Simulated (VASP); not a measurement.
# PbO2 (P4_2/mnm) in VASP: notebook, part 2 of 2

VASP 6.6.1. Earlier steps stand in the parts before.

## (4) Relaxation of cell and atoms, PBEsol

This run uses another cell than the first one, of 14.20 Å³/atom.

Contents of INCAR:

```
ALGO     = Normal         # electronic algorithm
EDIFF    = 1E-6           # SCF threshold, eV
EDIFFG   = -0.005         # ionic threshold
ENCUT    = 600            # plane-wave cutoff, eV
GGA      = PS             # functional
IBRION   = 2              # ionic algorithm
ISIF     = 3              # what is computed and relaxed
ISMEAR   = 0              # smearing method
LASPH    = T              # aspherical terms in the spheres
LCHARG   = F              # write CHGCAR
LREAL    = F              # projectors in reciprocal space
LWAVE    = F              # write WAVECAR
NELM     = 100            # most SCF steps
NSW      = 100            # ionic steps
PREC     = Accurate       # precision mode
SIGMA    = 0.1            # smearing width, eV
```

Contents of KPOINTS:

```
k-points
0
Gamma
  8 8 10
```

Contents of POSCAR:

```
PbO2
1.0
    4.9973209650      0.0000000000      0.0000000000
    0.0000000000      4.9973209650      0.0000000000
    0.0000000000      0.0000000000      3.4114793221
Pb O
2 4
Direct
    0.0000000000      0.0000000000      0.0000000000
    0.5000000000      0.5000000000      0.5000000000
    0.3076244527      0.3076244527      0.0000000000
    0.1923755473      0.8076244527      0.5000000000
    0.6923755473      0.6923755473      0.0000000000
    0.8076244527      0.1923755473      0.5000000000
```

Run with:

```
$ cat potpaw_PBE.64/Pb_d/POTCAR potpaw_PBE.64/O/POTCAR > POTCAR
$ mpirun -np 1 vasp_std > vasp.out
```

Run time: 3.9 min. Hardware: 1 thread of Intel Xeon 6975P-C (Granite Rapids), shared host; peak memory 0.37 GiB.

Results (log left out):

| Property | Result |
| --- | --- |
| Free energy | -34.0745 eV |
| Relaxed volume | 14.22 Å³/atom |
| Relaxed cell | a = 4.999 Å, b = 4.999 Å, c = 3.414 Å, α = 90.00°, β = 90.00°, γ = 90.00° |
| Space group after relaxing (to 0.1 Å) | P4_2/mnm (No. 136) |
| Energy gained by relaxing | 0.0 meV/atom |
| Ionic steps | 3 |
| Pressure after relaxing | 0.0 GPa |
| Band gap on the k mesh | 0.05 eV (least direct gap 0.09 eV) |

Forces in eV/Å, atoms in the order of the input:
```
Pb   0.000  0.000  0.000
Pb   0.000  0.000  0.000
O   -0.002 -0.002  0.000
O    0.002 -0.002  0.000
O    0.002  0.002  0.000
O   -0.002  0.002  0.000
```

Final structure:
```yaml
crystal:
  lattice:
    - [4.99883, 0.00000, 0.00000]
    - [0.00000, 4.99883, 0.00000]
    - [0.00000, 0.00000, 3.41378]
  atoms:
    - { symbol: Pb, position: [0.00000, 0.00000, 0.00000] }
    - { symbol: Pb, position: [0.50000, 0.50000, 0.50000] }
    - { symbol: O, position: [0.30758, 0.30758, 0.00000] }
    - { symbol: O, position: [0.19242, 0.80758, 0.50000] }
    - { symbol: O, position: [0.69242, 0.69242, 0.00000] }
    - { symbol: O, position: [0.80758, 0.19242, 0.50000] }
```

Levels at points of the mesh, in eV from the valence-band top:
```csv
k point,band 23,band 24,band 25,band 26,band 27,band 28,band 29,band 30
"(0.00, 0.00, 0.00)",-0.59,-0.59,-0.57,-0.57,0.11,4.17,5.74,5.74
"(0.50, 0.00, 0.00)",-0.63,-0.63,-0.36,-0.36,2.37,2.37,6.35,6.35
"(0.50, 0.50, 0.00)",-0.65,-0.65,-0.45,-0.45,2.77,2.77,6.64,6.64
"(0.00, 0.00, 0.50)",-1.09,-1.09,-0.76,-0.76,3.69,3.69,8.74,8.74
"(0.50, 0.00, 0.50)",-0.75,-0.75,-0.19,-0.19,4.00,4.00,7.19,7.19
"(0.50, 0.50, 0.50)",-0.65,-0.65,-0.49,-0.49,2.76,2.76,8.19,8.19
```

Caveat: the smearing spreads over this small gap; the PAW data sets were made with another functional, which shifts forces and pressure a little; spin-orbit coupling is left out, which moves the levels of the heavy elements.

## (5) Single point, PBEsol (12.50 Å³/atom)

This run uses another cell than the first one, of 12.50 Å³/atom.

Contents of INCAR:

```
SYSTEM = PbO2
PREC = Accurate
ENCUT = 520
EDIFF = 1E-6
ISMEAR = 0
SIGMA = 0.1
LREAL = .FALSE.
LASPH = .TRUE.
NELM = 80
ALGO = Normal
ISIF = 2
LWAVE = .FALSE.
LCHARG = .TRUE.
GGA = PS
LELF = .TRUE.
LVHAR = .TRUE.
NBANDS = 35
```

Contents of KPOINTS:

```
regular mesh
0
G
  8 8 10
  0 0 0
```

Contents of POSCAR:

```
PbO2
1.0
    4.7051976614      0.0000000000      0.0000000000
    0.0000000000      4.7051976614      0.0000000000
    0.0000000000      0.0000000000      3.3864461379
Pb O
2 4
Direct
    0.0000000000      0.0000000000      0.0000000000
    0.5000000000      0.5000000000      0.5000000000
    0.3075522660      0.3075522660      0.0000000000
    0.1924477340      0.8075522660      0.5000000000
    0.6924477340      0.6924477340      0.0000000000
    0.8075522660      0.1924477340      0.5000000000
```

Potentials or basis: VASP PAW PBE potentials, release 64 (Pb_d, O).

Run with:

```
$ cat potpaw_PBE.64/Pb_d/POTCAR potpaw_PBE.64/O/POTCAR > POTCAR
$ mpirun -np 1 vasp_std > vasp.out
```

OUTCAR:

```text
SYSTEM = PbO2
   PREC = Accurate
   ENCUT = 520
   EDIFF = 1E-6
   ISMEAR = 0
   LREAL = .FALSE.
   LASPH = .TRUE.
   NELM = 80
   ISIF = 2
   GGA = PS

 ion  position               nearest neighbor table
   1  0.000  0.000  0.000-   3 2.05   5 2.05   4 2.12   6 2.12   4 2.12   6 2.12   2 3.73   2 3.73
                             2 3.73   2 3.73   2 3.73   2 3.73   2 3.73   2 3.73
   2  0.500  0.500  0.500-   4 2.05   6 2.05   5 2.12   3 2.12   3 2.12   5 2.12   1 3.73   1 3.73
                             1 3.73   1 3.73   1 3.73   1 3.73   1 3.73   1 3.73
   3  0.308  0.308  0.000-   1 2.05   2 2.12   2 2.12
   4  0.192  0.808  0.500-   2 2.05   1 2.12   1 2.12
   5  0.692  0.692  0.000-   1 2.05   2 2.12   2 2.12
   6  0.808  0.192  0.500-   2 2.05   1 2.12   1 2.12

  LATTYP: Found a simple tetragonal cell.
 ALAT       =     4.7051976614
 C/A-ratio  =     0.7197245220

  Lattice vectors:

 A1 = (   4.7051976614,   0.0000000000,   0.0000000000)
 A2 = (   0.0000000000,   4.7051976614,   0.0000000000)
 A3 = (   0.0000000000,   0.0000000000,   3.3864461379)

Analysis of symmetry for initial positions (statically):
=====================================================================
 Subroutine PRICEL returns:
 Original cell was already a primitive cell.

 Routine SETGRP: Setting up the symmetry group for a
 simple tetragonal supercell.

 Subroutine GETGRP returns: Found 16 space group operations
 (whereof  8 operations were pure point group operations)
 out of a pool of 16 trial point group operations.

The static configuration has the point symmetry D_2h.
 The point group associated with its full space group is D_4h.

Analysis of symmetry for dynamics (positions and initial velocities):
=====================================================================
 Subroutine PRICEL returns:
 Original cell was already a primitive cell.

 Routine SETGRP: Setting up the symmetry group for a
 simple tetragonal supercell.

 Subroutine GETGRP returns: Found 16 space group operations
 (whereof  8 operations were pure point group operations)
[... 130 lines left out ...]
     AMIX     =   0.40;   BMIX     =  1.00
     AMIX_MAG =   1.60;   BMIX_MAG =  1.00
  volume/ion in A,a.u.               =      12.50        84.32
  Fermi-wavevector in a.u.,A,eV,Ry     =   1.449137  2.738471 28.572190  2.099997
  Thomas-Fermi vector in A             =   2.566898
   LORBIT       =      0    0 simple, 1 ext, 2 COOP (PROOUT), +10 PAW based schemes
   GGA     = PS    functional components
   LHFCALC =     F    Hartree Fock is set to
   AEXX    =    0.0000 exact exchange contribution
   IVDW    =     0    specifies the selected vdW correction
   LEPSILON=     F    determine dielectric tensor
   LRPA    =     F    only Hartree local field effects (RPA)
 non-spin polarized calculation
 Gauss-broadening in eV      SIGMA  =   0.10
  energy-cutoff  :      520.00
  volume of cell :       74.97
 maximum number of plane-waves:      2056
 NGX is ok and might be reduce to    36
   NGX = 17   NGY = 17   NGZ = 13

 number of electron      51.9999996 magnetization

 Free energy of the ion-electron system (eV)
  ---------------------------------------------------
  ext. energy  EPLUGINS =         0.00000000
  ---------------------------------------------------
  free energy    TOTEN  =       -33.40071623 eV

  energy without entropy =      -33.40017601  energy(sigma->0) =      -33.40044612

 E-fermi :   5.6973     XC(G=0): -11.5811

 val. band max:        5.6287584073   @ k =   0.5000   0.0000   0.5000
 cond. band min:       5.8334753875   @ k =   0.1250   0.0000   0.0000
 fundamental gap:      0.2047169802
 Fermi energy:         5.6972995731

 k-point     1 :       0.0000    0.0000    0.0000
  band No.  band energies     occupation
      1     -13.5516      2.00000
      2     -13.2357      2.00000
      3     -11.2339      2.00000
      4     -11.2339      2.00000
      5     -10.1367      2.00000
      6      -9.8040      2.00000
[... 901 lines left out ...]
     34      17.9372      0.00000
     35      18.1649      0.00000

 [... further k-points ...]
[... 5 lines left out ...]
  --------------------------------------------------------------------------------------
  -------------------------------------------------------------------------------------
  Total       10.7436140     10.7436140     10.8356474     -0.0000000      0.0000000      0.0000000
  in kB      229.5942783    229.5942783    231.5610596     -0.0000000      0.0000000      0.0000000
  external PRESSURE =     230.2498721 kB  Pullay stress =       0.0000000 kB

 VOLUME and BASIS-vectors are now :
 -----------------------------------------------------------------------------
  energy-cutoff  :      520.00
  volume of cell :       74.97
      direct lattice vectors                 reciprocal lattice vectors
     4.705197661  0.000000000  0.000000000     0.212530923  0.000000000  0.000000000
     0.000000000  4.705197661  0.000000000     0.000000000  0.212530923  0.000000000
     0.000000000  0.000000000  3.386446138     0.000000000  0.000000000  0.295294819

 POSITION                                       TOTAL-FORCE (eV/Angst)
 -----------------------------------------------------------------------------------
      0.00000      0.00000      0.00000         0.000000      0.000000      0.000000
      2.35260      2.35260      1.69322         0.000000      0.000000      0.000000
      1.44709      1.44709      0.00000        -0.002933     -0.002933     -0.000000
      0.90550      3.79969      1.69322         0.002933     -0.002933     -0.000000
      3.25810      3.25810      0.00000         0.002933      0.002933      0.000000
      3.79969      0.90550      1.69322        -0.002933      0.002933      0.000000
 -----------------------------------------------------------------------------------
    total drift:                                0.000000      0.000000      0.000000

  FREE ENERGIE OF THE ION-ELECTRON SYSTEM (eV)
  ---------------------------------------------------
  free  energy   TOTEN  =       -33.4007162319 eV

  energy  without entropy=      -33.4001760068  energy(sigma->0) =      -33.40044612
```

OSZICAR:

```text
N       E                     dE             d eps       ncg     rms          rms(c)
DAV:   1     0.695328860650E+03    0.69533E+03   -0.26030E+04  6332   0.188E+03
DAV:   2     0.559137478760E+02   -0.63942E+03   -0.60751E+03  6747   0.516E+02
DAV:   3    -0.342971603343E+02   -0.90211E+02   -0.87582E+02  7440   0.211E+02
DAV:   4    -0.387246287362E+02   -0.44275E+01   -0.43892E+01  8000   0.483E+01
DAV:   5    -0.388705983161E+02   -0.14597E+00   -0.14572E+00  8260   0.895E+00    0.135E+01
DAV:   6    -0.334090894070E+02    0.54615E+01   -0.15333E+01  9624   0.529E+01    0.401E+00
DAV:   7    -0.334565845534E+02   -0.47495E-01   -0.16692E+00  6985   0.834E+00    0.267E+00
DAV:   8    -0.334247333239E+02    0.31851E-01   -0.32576E-01  9998   0.660E+00    0.108E+00
DAV:   9    -0.333997624430E+02    0.24971E-01   -0.74902E-02  9840   0.414E+00    0.111E-01
DAV:  10    -0.334007338795E+02   -0.97144E-03   -0.81453E-03  6999   0.554E-01    0.954E-02
DAV:  11    -0.334007215271E+02    0.12352E-04   -0.32008E-04 10195   0.185E-01    0.239E-02
DAV:  12    -0.334007189268E+02    0.26003E-05   -0.22636E-05  9479   0.506E-02    0.129E-02
DAV:  13    -0.334007159756E+02    0.29512E-05   -0.88365E-06  8189   0.488E-02    0.106E-03
DAV:  14    -0.334007162319E+02   -0.25635E-06   -0.21101E-06  5463   0.130E-02
   1 F= -.33400716E+02 E0= -.33400446E+02  d E =-.540225E-03
```

stdout:

```text
POSCAR found type information on POSCAR PbO
 POSCAR found :  2 types and       6 ions
 scaLAPACK will be used
 -----------------------------------------------------------------------------
|                                                                             |
|                                                                             |
|     You enforced a specific xc type in the INCAR file but a different       |
|     I HOPE YOU KNOW WHAT YOU ARE DOING!                                     |
|                                                                             |
 -----------------------------------------------------------------------------

 LDA part: xc-table for (Slater+PW92), standard interpolation
 POSCAR, INCAR and KPOINTS ok, starting setup
 FFT: planning ... GRIDC
 FFT: planning ... GRID_SOFT
 FFT: planning ... GRID
 WAVECAR not read
 entering main loop
```

It took 2.2 min on 1 thread of Intel Xeon 6975P-C (Granite Rapids), shared host; peak memory 0.31 GiB.

What came out:

```
Free energy            : -33.4007 eV
Pressure               : 23.0 GPa
Largest force          : 0.004 eV/Å
Band gap on the k mesh : zero (bands 26 and 27 overlap by 0.11 eV)
```

Forces in eV/Å, atoms in the order of the input:
```
Pb   0.000  0.000  0.000
Pb   0.000  0.000  0.000
O   -0.003 -0.003  0.000
O    0.003 -0.003  0.000
O    0.003  0.003  0.000
O   -0.003  0.003  0.000
```

Caveat: the cell stands under pressure; semilocal functionals underestimate gaps, and a narrow one can read as zero; the PAW data sets were made with another functional, which shifts forces and pressure a little; spin-orbit coupling is left out, which moves the levels of the heavy elements.

## (6) Overview

```tsv
task	cell	cutoff (eV)	gap on the mesh (eV)	pressure (GPa)
relaxation of shape and atoms at fixed volume	relaxed from a = 5.117, b = 5.117, c = 3.449 Å, 6 atoms, atomic positions A	600	0.01	-6.0
relaxation of shape and atoms at fixed volume	relaxed from a = 4.947, b = 4.947, c = 3.377 Å, 6 atoms, atomic positions B	600	0.01	4.3
relaxation of cell and atoms	relaxed from a = 4.997, b = 4.997, c = 3.411 Å, 6 atoms, atomic positions B	600	0.05	0.0
single point	a = 4.705, b = 4.705, c = 3.386 Å, 6 atoms, atomic positions B	520	none	23.0
```

Alike in all rows: level PBEsol; potentials or basis VASP PAW PBE potentials, release 64 (Pb_d, O); no spin polarisation; k mesh 8 × 8 × 10; smearing gaussian 0.1 eV.

Caveats: the PAW data sets were made with another functional, which shifts forces and pressure a little; spin-orbit coupling is left out, which moves the levels of the heavy elements; the smearing spreads over this small gap (at least some runs); the cell stands under pressure (at least some runs); semilocal functionals underestimate gaps, and a narrow one can read as zero (at least some runs).

Absolute energies hang on the potentials; compare differences alone.

The gap in the log of VASP goes by the Fermi energy; the results here count the filled bands.